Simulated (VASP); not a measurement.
# Al2Ga5As7 (an interface model) in VASP: single point with LDA

Aim: the single point of Al2Ga5As7 (an interface model) with LDA.

All numbers are computed with VASP 6.6.1; they aren't measurements. Logs are shortened: lines on timing, memory, paths and dates and some standing lists are left out, and cuts for length are marked.

### 1 The cell of the first run

The cell holds layers of an interface, 14 atoms: a = 3.962 Å, b = 3.962 Å, c = 20.679 Å, α = 90.00°, β = 90.00°, γ = 120.00°.

### 2 Single point, LDA

Contents of INCAR:

```
ALGO     = Normal         # electronic algorithm
EDIFF    = 1E-6           # SCF threshold, eV
ENCUT    = 400            # plane-wave cutoff, eV
GGA_COMPAT= F            
ISIF     = 2              # what is computed and relaxed
ISMEAR   = 0              # smearing method
LASPH    = T              # aspherical terms in the spheres
LCHARG   = F              # write CHGCAR
LREAL    = F              # projectors in reciprocal space
LWAVE    = F              # write WAVECAR
NBANDS   = 66             # bands
NELM     = 120            # most SCF steps
PREC     = Accurate       # precision mode
SIGMA    = 0.05           # smearing width, eV
```

Contents of KPOINTS:

```
k-points
0
Gamma
  9 9 2
```

Contents of POSCAR:

```
Al2Ga5As7
1.0
    3.9621891203      0.0000000000      0.0000000000
   -1.9810945601      3.4313564328      0.0000000000
    0.0000000000      0.0000000000     20.6789481846
As Ga Al
7 5 2
Direct
    1.0000000000      1.0000000000      0.0241791795
    1.3333333333      1.6666666667      0.1806239774
    1.6666666667      2.3333333333      0.3370687753
    2.0000000000      3.0000000000      0.4935135732
    2.3333333333      3.6666666667      0.6499583711
    2.0000010234      4.0000020467      0.8492171497
    2.3333399543      4.6666799086      1.0067701703
    0.3333333333      0.6666666667      0.0632903790
    0.6666666667      1.3333333333      0.2197351769
    1.0000000000      2.0000000000      0.3761799748
    1.3333333333      2.6666666667      0.5326247727
    1.6666666667      3.3333333333      0.6890695706
    1.6666666667      3.3333333333      0.8094818845
    2.0000055976      4.0000111952      0.9670349051
```

Potentials or basis: VASP PAW LDA potentials, release 64 (As, Ga_d, Al).

Launch:

```bash
cat potpaw_LDA.64/As/POTCAR potpaw_LDA.64/Ga_d/POTCAR potpaw_LDA.64/Al/POTCAR > POTCAR
mpirun -np 1 vasp_std > vasp.out
```

OUTCAR:

```text
EDIFF = 1E-6
   ENCUT = 400
   ISIF = 2
   ISMEAR = 0
   LASPH = T
   LREAL = F
   NELM = 120
   PREC = Accurate

 ion  position               nearest neighbor table
   1  0.000  0.000  0.024-  14 1.18   7 2.32   7 2.32   7 2.32   8 2.43   8 2.43   8 2.43
   2  0.333  0.667  0.181-   8 2.43   9 2.43   9 2.43   9 2.43
   3  0.667  0.333  0.337-   9 2.43  10 2.43  10 2.43  10 2.43
   4  0.000  0.000  0.494-  10 2.43  11 2.43  11 2.43  11 2.43
   5  0.333  0.667  0.650-  11 2.43  12 2.43  12 2.43  12 2.43
   6  0.000  0.000  0.849-  13 2.43  13 2.43  13 2.43  14 2.44
   7  0.333  0.667  0.007-   8 1.17   1 2.32   1 2.32   1 2.32  14 2.43  14 2.43  14 2.43
   8  0.333  0.667  0.063-   7 1.17   2 2.43   1 2.43   1 2.43   1 2.43  14 3.03  14 3.03  14 3.03

   9  0.667  0.333  0.220-   3 2.43   2 2.43   2 2.43   2 2.43
  10  0.000  0.000  0.376-   4 2.43   3 2.43   3 2.43   3 2.43
  11  0.333  0.667  0.533-   5 2.43   4 2.43   4 2.43   4 2.43
  12  0.667  0.333  0.689-   5 2.43   5 2.43   5 2.43  13 2.49
  13  0.667  0.333  0.809-   6 2.43   6 2.43   6 2.43  12 2.49
  14  0.000  0.000  0.967-   1 1.18   7 2.43   7 2.43   7 2.43   6 2.44   8 3.03   8 3.03   8 3.03

 -----------------------------------------------------------------------------
|                                                                             |
|           W    W    AA    RRRRR   N    N  II  N    N   GGGG   !!!           |
|           W    W   A  A   R    R  NN   N  II  NN   N  G    G  !!!           |
|           W    W  A    A  R    R  N N  N  II  N N  N  G       !!!           |
|           W WW W  AAAAAA  RRRRR   N  N N  II  N  N N  G  GGG   !            |
|           WW  WW  A    A  R   R   N   NN  II  N   NN  G    G                |
|           W    W  A    A  R    R  N    N  II  N    N   GGGG   !!!           |
|                                                                             |
|     The distance between some ions is very small. Please check the          |
|     nearest-neighbor list in the OUTCAR file.                               |
|     I HOPE YOU KNOW WHAT YOU ARE DOING!                                     |
|                                                                             |
 -----------------------------------------------------------------------------

  LATTYP: Found a hexagonal cell.
 ALAT       =     3.9621891203
 C/A-ratio  =     5.2190714670

  Lattice vectors:

 A1 = (   3.9621891203,   0.0000000000,   0.0000000000)
 A2 = (  -1.9810945601,   3.4313564328,   0.0000000000)
 A3 = (   0.0000000000,   0.0000000000,  20.6789481846)

Analysis of symmetry for initial positions (statically):
=====================================================================
 Subroutine PRICEL returns:
 Original cell was already a primitive cell.
[... 169 lines left out ...]
  Thomas-Fermi vector in A             =   2.318929
   LORBIT       =      0    0 simple, 1 ext, 2 COOP (PROOUT), +10 PAW based schemes
   GGA     = CA    functional components
   LHFCALC =     F    Hartree Fock is set to
   AEXX    =    0.0000 exact exchange contribution
   IVDW    =     0    specifies the selected vdW correction
   LEPSILON=     F    determine dielectric tensor
   LRPA    =     F    only Hartree local field effects (RPA)
 non-spin polarized calculation
 Gauss-broadening in eV      SIGMA  =   0.05
  energy-cutoff  :      400.00
  volume of cell :      281.14
 maximum number of plane-waves:      5155
 NGX is ok and might be reduce to    28
   NGX = 13   NGY = 13   NGZ = 67

 number of electron     106.0000022 magnetization

 Free energy of the ion-electron system (eV)
  ---------------------------------------------------
  ext. energy  EPLUGINS =         0.00000000
  ---------------------------------------------------
  free energy    TOTEN  =        22.79752977 eV

  energy without entropy =       22.80309041  energy(sigma->0) =       22.80031009

 E-fermi :   5.0868     XC(G=0): -10.1245

 val. band max:        5.0768959349   @ k =   0.2222   0.0000   0.0000
 cond. band min:       5.1528034642   @ k =  -0.2222   0.1111   0.0000
 fundamental gap:      0.0759075293
 Fermi energy:         5.0868144281

 k-point     1 :       0.0000    0.0000    0.0000
  band No.  band energies     occupation
      1     -21.8404      2.00000
      2     -20.2598      2.00000
      3     -20.2598      2.00000
      4     -16.9197      2.00000
      5     -16.9197      2.00000
      6     -12.9722      2.00000
[... 1621 lines left out ...]
     64       9.5540      0.00000
     65       9.7323      0.00000

 [... further k-points ...]

 [bands above 65 left out]

------------------------ aborting loop because EDIFF is reached ----------------------------------------

  FORCE on cell =-STRESS in cart. coord.  units (eV):
  Direction    XX          YY          ZZ          XY          YZ          ZX
  --------------------------------------------------------------------------------------
  -------------------------------------------------------------------------------------
  Total       27.2170495     27.2144408    328.3974684      0.0000000     -0.0118847     -0.0000000
  in kB      155.1036962    155.0888297   1871.4615294      0.0000000     -0.0677279     -0.0000000
  external PRESSURE =     727.2180184 kB  Pullay stress =       0.0000000 kB

 VOLUME and BASIS-vectors are now :
 -----------------------------------------------------------------------------
  energy-cutoff  :      400.00
  volume of cell :      281.14
      direct lattice vectors                 reciprocal lattice vectors
     3.962189120  0.000000000  0.000000000     0.252385732  0.145714970  0.000000000
    -1.981094560  3.431356433  0.000000000     0.000000000  0.291429940  0.000000000
     0.000000000  0.000000000 20.678948185     0.000000000  0.000000000  0.048358359

 POSITION                                       TOTAL-FORCE (eV/Angst)
 -----------------------------------------------------------------------------------
      0.00000      0.00000      0.50000        -0.000000     -0.003609    118.930844
     -0.00000      2.28757      3.73511        -0.000000     -0.000027     -0.105888
      1.98109      1.14379      6.97023        -0.000000     -0.000005     -0.030352
      0.00000      0.00000     10.20534        -0.000000     -0.000003     -0.023918
     -0.00000      2.28757     13.44046        -0.000000     -0.000002     -0.132388
      0.00000      0.00001     17.56092        -0.000000     -0.000039      0.500480
      0.00000      2.28762      0.14000         0.000000      0.005702   -155.485695
     -0.00000      2.28757      1.30878        -0.000000     -0.006066    158.574192
      1.98109      1.14379      4.54389         0.000000      0.000013      0.180577
      0.00000      0.00000      7.77901         0.000000      0.000003      0.061994
     -0.00000      2.28757     11.01412        -0.000000     -0.000001      0.028272
      1.98109      1.14379     14.24923         0.000000      0.000006      0.099896
      1.98109      1.14379     16.73923         0.000000      0.000056     -0.199572
      0.00000      0.00004     19.99726         0.000000      0.003973   -122.398442
 -----------------------------------------------------------------------------------
    total drift:                               -0.000000      0.000004      0.000009

  FREE ENERGIE OF THE ION-ELECTRON SYSTEM (eV)
  ---------------------------------------------------
  free  energy   TOTEN  =        22.7975297670 eV

  energy  without entropy=       22.8030904121  energy(sigma->0) =       22.80031009
```

OSZICAR:

```text
N       E                     dE             d eps       ncg     rms          rms(c)
DAV:   1     0.104653754790E+04    0.10465E+04   -0.38994E+04  7244   0.184E+03
DAV:   2     0.200597251178E+03   -0.84594E+03   -0.81247E+03  7224   0.564E+02
DAV:   3     0.323289038841E+02   -0.16827E+03   -0.16104E+03  7936   0.175E+02
[... 15 lines left out ...]
DAV:  19     0.227975319484E+02    0.33386E-04   -0.92429E-05  8592   0.364E-02    0.197E-02
DAV:  20     0.227975268797E+02   -0.50688E-05   -0.44595E-05  7560   0.236E-02    0.145E-02
DAV:  21     0.227975274726E+02    0.59294E-06   -0.17810E-05  7944   0.176E-02    0.212E-02
DAV:  22     0.227975296905E+02    0.22179E-05   -0.97503E-06  6840   0.189E-02    0.912E-03
DAV:  23     0.227975297670E+02    0.76472E-07   -0.41674E-06  6168   0.672E-03
   1 F= 0.22797530E+02 E0= 0.22800310E+02  d E =-.556065E-02
```

Wall time 21 min (1 thread of Intel Xeon Platinum 8259CL at 2.50GHz (Skylake/Cascade Lake), shared host); peak memory 0.58 GiB.

Results:

```
Free energy            : 22.7975 eV
Pressure               : 72.7 GPa
Largest force          : 158.574 eV/Å
Band gap on the k mesh : zero (bands 53 and 54 overlap by 1.33 eV)
```

Forces on the atoms (eV/Å):
```
As     0.000   -0.004  118.931
As     0.000    0.000   -0.106
As     0.000    0.000   -0.030
As     0.000    0.000   -0.024
As     0.000    0.000   -0.132
As     0.000    0.000    0.500
As     0.000    0.006 -155.486
Ga     0.000   -0.006  158.574
Ga     0.000    0.000    0.181
Ga     0.000    0.000    0.062
Ga     0.000    0.000    0.028
Ga     0.000    0.000    0.100
Al     0.000    0.000   -0.200
Al     0.000    0.004 -122.398
```

Levels at points of the mesh, in eV from the Fermi level:
```
           k point  band 50  band 51  band 52  band 53  band 54  band 55  band 56  band 57
(0.00, 0.00, 0.00)    -0.49    -0.49    -0.07    -0.07     0.83     1.14     1.43     1.48
(0.00, 0.00, 0.50)    -0.49    -0.08    -0.08     0.30     0.61     0.97     1.33     1.62
```

Caveat: atoms lie so close that the PAW spheres overlap strongly, which falsifies energies and pressures.
